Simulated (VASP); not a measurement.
# NbRu (P4/mmm) in VASP: a series of runs, part 2 of 2

VASP 6.6.1. The steps go on from the part before.

## 4. Relaxation of cell and atoms, LDA

Input file INCAR:

```
SYSTEM = NbRu
  PREC = Accurate
  ENCUT = 600
  EDIFF = 1E-7
  ISMEAR = -1
  SIGMA = 0.05
  LREAL = .False.
  LASPH = .True.
  NELM = 100
  ALGO = Normal
  ISIF = 3
  LWAVE = .False.
  LCHARG = .False.
  GGA = CA
  IBRION = 2
  NSW = 70
  EDIFFG = -0.005
```

Input file KPOINTS:

```
regular mesh
0
Gamma
  14 14 12
  0 0 0
```

Input file POSCAR:

```
NbRu
1.0
    3.0000000000      0.0000000000      0.0000000000
    0.0000000000      3.0000000000      0.0000000000
    0.0000000000      0.0000000000      3.3800000000
Nb Ru
1 1
Direct
    0.0000000000      0.0000000000      0.0000000000
    0.5000000000      0.5000000000      0.5000000000
```

Potentials or basis: VASP PAW LDA potentials, release 64 (Nb_sv, Ru_pv).

Launch:

```bash
cat potpaw_LDA.64/Nb_sv/POTCAR potpaw_LDA.64/Ru_pv/POTCAR > POTCAR
mpirun -np 1 vasp_std > vasp.out
```

OUTCAR:

```text
SYSTEM = NbRu
   PREC = Accurate
   ENCUT = 600
   EDIFF = 1E-7
   ISMEAR = -1
   LREAL = .False.
   LASPH = .True.
   NELM = 100
   ISIF = 3
   GGA = CA
   IBRION = 2
   NSW = 70
   EDIFFG = -0.005

 ion  position               nearest neighbor table
   1  0.000  0.000  0.000-   2 2.71   2 2.71   2 2.71   2 2.71   2 2.71   2 2.71   2 2.71   2 2.71

   2  0.500  0.500  0.500-   1 2.71   1 2.71   1 2.71   1 2.71   1 2.71   1 2.71   1 2.71   1 2.71

  LATTYP: Found a simple tetragonal cell.
 ALAT       =     3.0000000000
 C/A-ratio  =     1.1266666667

  Lattice vectors:

 A1 = (   3.0000000000,   0.0000000000,   0.0000000000)
 A2 = (   0.0000000000,   3.0000000000,   0.0000000000)
 A3 = (   0.0000000000,   0.0000000000,   3.3800000000)

Analysis of symmetry for initial positions (statically):
=====================================================================
 Subroutine PRICEL returns:
 Original cell was already a primitive cell.

 Routine SETGRP: Setting up the symmetry group for a
 simple tetragonal supercell.

 Subroutine GETGRP returns: Found 16 space group operations
 (whereof 16 operations were pure point group operations)
 out of a pool of 16 trial point group operations.

The static configuration has the point symmetry D_4h.

Analysis of symmetry for dynamics (positions and initial velocities):
=====================================================================
 Subroutine PRICEL returns:
 Original cell was already a primitive cell.

 Routine SETGRP: Setting up the symmetry group for a
 simple tetragonal supercell.

 Subroutine GETGRP returns: Found 16 space group operations
 (whereof 16 operations were pure point group operations)
 out of a pool of 16 trial point group operations.

[... 120 lines left out ...]
     AMIX_MAG =   1.60;   BMIX_MAG =  1.00
  volume/ion in A,a.u.               =      15.21       102.64
  Fermi-wavevector in a.u.,A,eV,Ry     =   1.573293  2.973093 33.677844  2.475252
  Thomas-Fermi vector in A             =   2.674599
   LORBIT       =      0    0 simple, 1 ext, 2 COOP (PROOUT), +10 PAW based schemes
   GGA     = CA    functional components
   LHFCALC =     F    Hartree Fock is set to
   AEXX    =    0.0000 exact exchange contribution
   IVDW    =     0    specifies the selected vdW correction
   LEPSILON=     F    determine dielectric tensor
   LRPA    =     F    only Hartree local field effects (RPA)
 conjugate gradient relaxation of ions
 non-spin polarized calculation
  energy-cutoff  :      600.00
  volume of cell :       30.42
 maximum number of plane-waves:      1040
 NGX is ok and might be reduce to    24
   NGX = 11   NGY = 11   NGZ = 13

--------------------------------------- Ionic step        1  -------------------------------------------

 number of electron      27.0000001 magnetization

 Free energy of the ion-electron system (eV)
  ---------------------------------------------------
  ext. energy  EPLUGINS =         0.00000000
  ---------------------------------------------------
  free energy    TOTEN  =       -22.28969835 eV

  energy without entropy =      -22.27069886  energy(sigma->0) =      -22.28019861

------------------------ aborting loop because EDIFF is reached ----------------------------------------

  FORCE on cell =-STRESS in cart. coord.  units (eV):
  Direction    XX          YY          ZZ          XY          YZ          ZX
  --------------------------------------------------------------------------------------
  -------------------------------------------------------------------------------------
  Total        0.0278566      0.0278566     -0.1277448      0.0000000      0.0000000      0.0000000
  in kB        1.4671664      1.4671664     -6.7281314      0.0000000      0.0000000      0.0000000
  external PRESSURE =      -1.2645995 kB  Pullay stress =       0.0000000 kB
[... 95 lines left out ...]
--------------------------------------- Ionic step        4  -------------------------------------------

 number of electron      27.0000000 magnetization

 Free energy of the ion-electron system (eV)
  ---------------------------------------------------
  ext. energy  EPLUGINS =         0.00000000
  ---------------------------------------------------
  free energy    TOTEN  =       -22.29003556 eV

  energy without entropy =      -22.27105157  energy(sigma->0) =      -22.28054357

 E-fermi :  12.8632     XC(G=0): -13.6610

 val. band max:       12.8571517391   @ k =   0.5000   0.0714   0.2500
 cond. band min:      12.8670471851   @ k =   0.1429   0.1429   0.2500
 fundamental gap:      0.0098954460
 Fermi energy:        12.8631884752

 k-point     1 :       0.0000    0.0000    0.0000
  band No.  band energies     occupation
      1     -42.1497      2.00000
      2     -29.8352      2.00000
      3     -29.7503      2.00000
      4     -29.7503      2.00000
      5     -18.2628      2.00000
      6     -18.0736      2.00000
[... 457 lines left out ...]
      4     -29.8012      2.00000
      5     -18.5689      2.00000
      6     -18.2759      2.00000
[... 9 lines left out ...]
     16      14.0934      0.00000
     17      14.9584      0.00000

 [... further k-points ...]
[... 5 lines left out ...]
  --------------------------------------------------------------------------------------
  -------------------------------------------------------------------------------------
  Total       -0.0008768     -0.0008768      0.0036097      0.0000000      0.0000000      0.0000000
  in kB       -0.0461941     -0.0461941      0.1901874      0.0000000      0.0000000      0.0000000
  external PRESSURE =       0.0325998 kB  Pullay stress =       0.0000000 kB
[... 17 lines left out ...]
  FREE ENERGIE OF THE ION-ELECTRON SYSTEM (eV)
  ---------------------------------------------------
  free  energy   TOTEN  =       -22.2900355616 eV

  energy  without entropy=      -22.2710515726  energy(sigma->0) =      -22.28054357

 reached required accuracy - stopping structural energy minimisation
```

OSZICAR:

```text
N       E                     dE             d eps       ncg     rms          rms(c)
DAV:   1     0.340002886930E+03    0.34000E+03   -0.17437E+04  8568   0.188E+03
[... 34 lines left out ...]
DAV:   2    -0.222912999668E+02    0.39220E-03   -0.20445E-02 10965   0.109E+00    0.267E-01
DAV:   3    -0.222901823548E+02    0.11176E-02   -0.89449E-03 13087   0.645E-01    0.932E-02
DAV:   4    -0.222900266120E+02    0.15574E-03   -0.94344E-04 14209   0.271E-01    0.391E-02
DAV:   5    -0.222900307701E+02   -0.41581E-05   -0.48581E-05 11746   0.652E-02    0.188E-02
DAV:   6    -0.222900351271E+02   -0.43570E-05   -0.13736E-05 16428   0.253E-02    0.836E-03
DAV:   7    -0.222900355812E+02   -0.45408E-06   -0.81126E-07  9408   0.883E-03    0.215E-03
DAV:   8    -0.222900355616E+02    0.19610E-07   -0.16492E-07  5888   0.417E-03
   4 F= -.22290036E+02 E0= -.22280544E+02  d E =-.100962E-03
```

Run time: 3.5 min. Hardware: 1 thread of Intel Xeon Platinum 8375C at 2.90GHz (Ice Lake), shared host; peak memory 0.28 GiB.

Results:

- Free energy: -22.2900 eV
- Relaxed volume: 15.20 Å³/atom
- Relaxed cell: a = 3.006 Å, b = 3.006 Å, c = 3.365 Å, α = 90.00°, β = 90.00°, γ = 90.00°
- Space group after relaxing (to 0.05 Å): P4/mmm (No. 123)
- Energy gained by relaxing: 0.2 meV/atom
- Ionic steps: 4
- Pressure after relaxing: 0.0 GPa

Step by step:
```
step  energy change (eV)  largest force (eV/Å)  pressure (GPa)  volume (Å³)
   1              0.0000                0.0000           -0.13        30.42
   2             -0.0002                0.0000            0.36        30.37
   3             -0.0002                0.0000            0.41        30.36
   4             -0.0003                0.0000            0.00        30.41
```

Final structure:
```xyz
2
Lattice="3.0062 0.0000 0.0000 0.0000 3.0062 0.0000 0.0000 0.0000 3.3649" Properties=species:S:1:pos:R:3 pbc="T T T"
Nb    0.0000    0.0000    0.0000
Ru    1.5031    1.5031    1.6825
```

Levels at points of the mesh, in eV from the Fermi level:
```csv
k point,band 9,band 10,band 11,band 12,band 13,band 14,band 15,band 16,band 17
"(0.00, 0.00, 0.00)",-5.94,-5.70,-2.38,-2.38,-1.40,0.27,1.69,3.82,4.03
"(0.50, 0.00, 0.00)",-3.72,-3.57,-2.49,-2.18,-1.86,-1.12,-0.90,0.21,2.03
"(0.50, 0.50, 0.00)",-5.69,-4.65,-4.65,0.48,1.25,2.13,2.13,2.80,4.34
"(0.00, 0.00, 0.50)",-4.33,-3.98,-2.66,-1.66,-1.66,-0.68,0.25,0.56,0.56
"(0.50, 0.00, 0.50)",-5.53,-3.46,-3.45,-0.84,0.71,0.81,1.20,1.38,3.65
"(0.50, 0.50, 0.50)",-3.28,-3.16,-3.16,-2.57,-2.57,-0.25,0.52,3.20,4.41
```
